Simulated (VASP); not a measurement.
# Cu (I4/mmm) in VASP: further runs

Cu is run at these levels: PBE+D3(BJ); tasks: single point, relaxation of cell and atoms.

Everything below comes from runs of VASP 6.6.1. Logs are shortened: lines on timing, memory, paths and dates and some standing lists are left out, and cuts for length are marked.

### 1 The cell of the first run

It takes space group I4/mmm (No. 139, tetragonal). The conventional cell has a = 2.888 Å, b = 2.888 Å, c = 2.723 Å, α = 90.00°, β = 90.00°, γ = 90.00°. Cu (site symmetry 4/mmm) has 14 Cu at 2.45 to 2.89 Å within 3.2 Å.

### 2 Single point, PBE+D3(BJ)

Input file INCAR:

```
SYSTEM = Cu
PREC = Accurate ; ENCUT = 520
EDIFF = 1E-6 ; ISMEAR = 0
SIGMA = 0.1 ; LREAL = .FALSE.
LASPH = .TRUE. ; NELM = 60
ALGO = Normal ; ISIF = 2
LWAVE = .FALSE. ; LCHARG = .FALSE.
GGA = PE ; IVDW = 12
NBANDS = 12
```

Input file KPOINTS:

```
Automatic mesh
0
G
  20 20 20
  0 0 0
```

Input file POSCAR:

```
Cu
1.0
   -1.4440150628      1.4440150628      1.3614554120
    1.4440150628     -1.4440150628      1.3614554120
    1.4440150628      1.4440150628     -1.3614554120
Cu
1
Direct
    0.0000000000      0.0000000000      0.0000000000
```

Potentials or basis: VASP PAW PBE potentials, release 64 (Cu).

On the command line:

```
$ cat potpaw_PBE.64/Cu/POTCAR > POTCAR
$ mpirun -np 1 vasp_std > vasp.out
```

OUTCAR:

```text
SYSTEM = Cu
   PREC = Accurate
   ENCUT = 520
   EDIFF = 1E-6
   ISMEAR = 0
   LREAL = .FALSE.
   LASPH = .TRUE.
   NELM = 60
   ISIF = 2
   GGA = PE
   IVDW = 12
 IVDW          = 12

 ion  position               nearest neighbor table
   1  0.000  0.000  0.000-

  LATTYP: Found a body centered tetragonal cell.
 ALAT       =     2.8880301256
 C/A-ratio  =     0.9428263230

  Lattice vectors:

 A1 = (  -1.4440150628,   1.4440150628,   1.3614554120)
 A2 = (   1.4440150628,  -1.4440150628,   1.3614554120)
 A3 = (   1.4440150628,   1.4440150628,  -1.3614554120)

Analysis of symmetry for initial positions (statically):
=====================================================================
 Subroutine PRICEL returns:
 Original cell was already a primitive cell.

 Routine SETGRP: Setting up the symmetry group for a
 body centered tetragonal supercell.

 Subroutine GETGRP returns: Found 16 space group operations
 (whereof 16 operations were pure point group operations)
 out of a pool of 16 trial point group operations.

The static configuration has the point symmetry D_4h.

Analysis of symmetry for dynamics (positions and initial velocities):
=====================================================================
 Subroutine PRICEL returns:
 Original cell was already a primitive cell.

 Routine SETGRP: Setting up the symmetry group for a
 body centered tetragonal supercell.

 Subroutine GETGRP returns: Found 16 space group operations
 (whereof 16 operations were pure point group operations)
 out of a pool of 16 trial point group operations.

The dynamic configuration has the point symmetry D_4h.

 Subroutine INISYM returns: Found 16 space group operations
 (whereof 16 operations are pure point group operations),
 and found     1 'primitive' translations

----------------------------------------------------------------------------------------

                                     Primitive cell

  volume of cell :      11.3555

  direct lattice vectors                    reciprocal lattice vectors
    -1.444015063  1.444015063  1.361455412     0.000000000  0.346256776  0.367254040
     1.444015063 -1.444015063  1.361455412     0.346256776  0.000000000  0.367254040
     1.444015063  1.444015063 -1.361455412     0.346256776  0.346256776  0.000000000

  length of vectors
     2.454367503  2.454367503  2.454367503     0.504746753  0.504746753  0.489681029

  position of ions in fractional coordinates (direct lattice)
     0.000000000  0.000000000  0.000000000

  ion indices of the primitive-cell ions
   primitive index   ion index
                 1           1

[... 83 lines left out ...]
   NUPDOWN=      -1.0000    fix difference up-down
   EMIN   =  10.00;   EMAX   =-10.00  energy-range for DOS
   EFERMI =   0.00;   METHOD = LEGACY
   ISMEAR =     0;   SIGMA  =   0.10  broadening in eV -4-tet -1-fermi 0-gaus
   EFERMI_NEDOS =   21; number of points for ismear=-14 and -15
   IALGO  =     38    algorithm
   IMIX   =      4    mixing-type and parameters
     AMIX     =   0.40;   BMIX     =  1.00
     AMIX_MAG =   1.60;   BMIX_MAG =  1.00
  volume/ion in A,a.u.               =      11.36        76.63
  Fermi-wavevector in a.u.,A,eV,Ry     =   1.619832  3.061040 35.699746  2.623857
  Thomas-Fermi vector in A             =   2.713869
   LORBIT       =      0    0 simple, 1 ext, 2 COOP (PROOUT), +10 PAW based schemes
   GGA     = PE    functional components
   LHFCALC =     F    Hartree Fock is set to
   AEXX    =    0.0000 exact exchange contribution
   IVDW    =    12    specifies the selected vdW correction
   LEPSILON=     F    determine dielectric tensor
   LRPA    =     F    only Hartree local field effects (RPA)
 non-spin polarized calculation
 Gauss-broadening in eV      SIGMA  =   0.10
  energy-cutoff  :      520.00
  volume of cell :       11.36
 maximum number of plane-waves:       320
   NGX =  9   NGY =  9   NGZ =  9

 number of electron      11.0000008 magnetization

 Free energy of the ion-electron system (eV)
  ---------------------------------------------------
  ext. energy  EPLUGINS =         0.00000000
  ---------------------------------------------------
  free energy    TOTEN  =        -3.67179166 eV

  energy without entropy =       -3.66957738  energy(sigma->0) =       -3.67068452

 E-fermi :   8.0905     XC(G=0): -12.9568

 val. band max:        8.0843157508   @ k =   0.5000   0.3000   0.0500
 cond. band min:       8.0913581861   @ k =   0.5000   0.2000   0.1500
 fundamental gap:      0.0070424353
 Fermi energy:         8.0904961699

 k-point     1 :       0.0000    0.0000    0.0000
  band No.  band energies     occupation
      1      -1.5662      2.00000
      2       4.6950      2.00000
      3       4.9424      2.00000
      4       4.9424      2.00000
      5       5.7715      2.00000
      6       6.0346      2.00000
      7      32.8914      0.00000
      8      32.8914      0.00000
      9      34.4960      0.00000
     10      37.0584      0.00000
     11      37.2260      0.00000
     12      37.2261      0.00000
[... 331 lines left out ...]
 k-point    24 :      -0.3500    0.0500    0.0000
  band No.  band energies     occupation
      1       2.0050      2.00000
      2       4.2258      2.00000
      3       4.9645      2.00000
      4       5.8655      2.00000
      5       5.9945      2.00000
      6       6.2304      2.00000
      7      18.7536      0.00000
      8      25.6593      0.00000
      9      27.2688      0.00000
     10      30.7833      0.00000
     11      33.7707      0.00000
     12      40.8006      0.00000

 [... further k-points ...]

------------------------ aborting loop because EDIFF is reached ----------------------------------------

 Edisp (eV)   -0.60694

 E8    (eV) :    -0.2602

  FORCE on cell =-STRESS in cart. coord.  units (eV):
  Direction    XX          YY          ZZ          XY          YZ          ZX
  --------------------------------------------------------------------------------------
  -------------------------------------------------------------------------------------
  Total       0.03925     0.03925     0.03908     0.00000     0.00000     0.00000
  in kB       5.53793     5.53793     5.51411     0.00000     0.00000     0.00000
  external pressure =        5.53 kB  Pullay stress =        0.00 kB

 VOLUME and BASIS-vectors are now :
 -----------------------------------------------------------------------------
  energy-cutoff  :      520.00
  volume of cell :       11.36
      direct lattice vectors                 reciprocal lattice vectors
    -1.444015063  1.444015063  1.361455412     0.000000000  0.346256776  0.367254040
     1.444015063 -1.444015063  1.361455412     0.346256776  0.000000000  0.367254040
     1.444015063  1.444015063 -1.361455412     0.346256776  0.346256776  0.000000000

 POSITION                                       TOTAL-FORCE (eV/Angst)
 -----------------------------------------------------------------------------------
      0.00000      0.00000      0.00000        -0.000000     -0.000000      0.000000
 -----------------------------------------------------------------------------------
    total drift:                                0.000000     -0.000000      0.000000

  FREE ENERGIE OF THE ION-ELECTRON SYSTEM (eV)
  ---------------------------------------------------
  free  energy   TOTEN  =        -4.2787292595 eV

  energy  without entropy=       -4.2765149782  energy(sigma->0) =       -4.27762212
```

stdout:

```text
POSCAR found type information on POSCAR Cu
 POSCAR found :  1 types and       1 ions
 scaLAPACK will be used
 LDA part: xc-table for (Slater+PW92), standard interpolation
 POSCAR, INCAR and KPOINTS ok, starting setup
 FFT: planning ... GRIDC
 FFT: planning ... GRID_SOFT
 FFT: planning ... GRID
 WAVECAR not read
 entering main loop
```

Wall time 72 s (1 thread of Intel Xeon 8259CL, shared host); peak memory 0.2 GiB.

Results:

* Free energy: -4.2787 eV
* Pressure: 0.6 GPa
* Band gap on the k mesh: zero (an odd number of electrons rules out a gap without spin polarisation)
* Dispersion energy per atom: -0.607 eV

### 3 Relaxation of cell and atoms, PBE+D3(BJ)

This run uses another cell than the first one, of 12.01 Å³/atom.

Input file INCAR:

```
SYSTEM = Cu
  PREC = Accurate
  ENCUT = 600
  EDIFF = 1E-7
  ISMEAR = 0
  SIGMA = 0.1
  LREAL = .FALSE.
  LASPH = .TRUE.
  NELM = 80
  ALGO = Fast
  ISIF = 3
  LWAVE = .FALSE.
  LCHARG = .FALSE.
  GGA = PE
  IVDW = 12
  IBRION = 2
  NSW = 70
  EDIFFG = -0.005
```

KPOINTS is that of step 2.

Input file POSCAR:

```
Cu
1.0
   -1.4755302431      1.4755302431      1.3795566845
    1.4755302431     -1.4755302431      1.3795566845
    1.4755302431      1.4755302431     -1.3795566845
Cu
1
Direct
    0.0000000000      0.0000000000      0.0000000000
```

Potentials or basis: VASP PAW PBE potentials, release 64 (Cu).

On the command line:

```
$ cat potpaw_PBE.64/Cu/POTCAR > POTCAR
$ mpirun -np 1 vasp_std > vasp.out
```

It took 16 min on 1 thread of Intel Xeon 8259CL, shared host; peak memory 0.27 GiB.

It converged, with:

```yaml
Free_energy: -4.2791 eV
Relaxed_volume: 11.40 Å³/atom
Relaxed_cell: a = 2.457 Å, b = 2.457 Å, c = 2.457 Å, α = 107.98°, β = 107.98°, γ = 112.50°
Space_group_after_relaxing_to_0.1_Å: I4/mmm (No. 139)
Energy_gained_by_relaxing: 15.1 meV/atom
Ionic_steps: 17
Pressure_after_relaxing: 0.0 GPa
Band_gap_on_the_k_mesh: zero (an odd number of electrons rules out a gap without spin polarisation)
Dispersion_energy_per_atom: -0.605 eV
```

Stress tensor (GPa, compression positive):
```
 0.03  0.00  0.00
 0.00  0.03  0.00
 0.00  0.00 -0.06
```

Step by step:
| step | energy change (eV) | largest force (eV/Å) | pressure (GPa) | volume (Å³) |
| --- | --- | --- | --- | --- |
| 1 | 0.0000 | 0.0000 | -7.34 | 12.01 |
| 2 | -0.0104 | 0.0000 | 4.13 | 11.08 |
| 3 | -0.0151 | 0.0000 | -0.44 | 11.40 |
| 4 | -0.0150 | 0.0000 | 0.47 | 11.37 |
| 5 | -0.0151 | 0.0000 | 0.25 | 11.38 |
| 6 | -0.0151 | 0.0000 | -0.20 | 11.41 |
| 7 | -0.0151 | 0.0000 | 0.40 | 11.40 |
| 8 | -0.0151 | 0.0000 | -0.12 | 11.41 |
| 9 | -0.0151 | 0.0000 | -0.11 | 11.41 |
| 10 | -0.0151 | 0.0000 | -0.06 | 11.40 |
| 11 | -0.0151 | 0.0000 | -0.02 | 11.40 |
| 12 | -0.0151 | 0.0000 | 0.42 | 11.40 |
| 13 | -0.0151 | 0.0000 | 1.09 | 11.40 |
| 14 | -0.0150 | 0.0000 | 0.17 | 11.40 |
| 15 | -0.0151 | 0.0000 | -0.26 | 11.40 |
| 16 | -0.0151 | 0.0000 | 0.45 | 11.39 |
| 17 | -0.0151 | 0.0000 | 0.00 | 11.40 |

Final structure:
```
Cu
1.0
    -1.44466    1.44466    1.36516
     1.44466   -1.44466    1.36516
     1.44466    1.44466   -1.36516
Cu
1
Direct
  0.00000 0.00000 0.00000
```

Levels at points of the mesh, in eV from the Fermi level:
```
           k point  band 2  band 3  band 4  band 5  band 6  band 7  band 8  band 9
(0.00, 0.00, 0.00)   -3.38   -3.14   -3.14   -2.30   -2.05   24.80   24.80   26.33
(0.50, 0.00, 0.00)   -4.07   -2.19   -1.94   -1.39   -0.52    4.76   17.32   17.47
(0.50, 0.50, 0.00)   -3.78   -2.38   -2.11   -1.42   -0.97    4.13   18.82   19.18
(0.50, 0.50, 0.50)   -4.82   -1.59   -1.59   -1.53    7.64    7.64    9.86   13.30
```
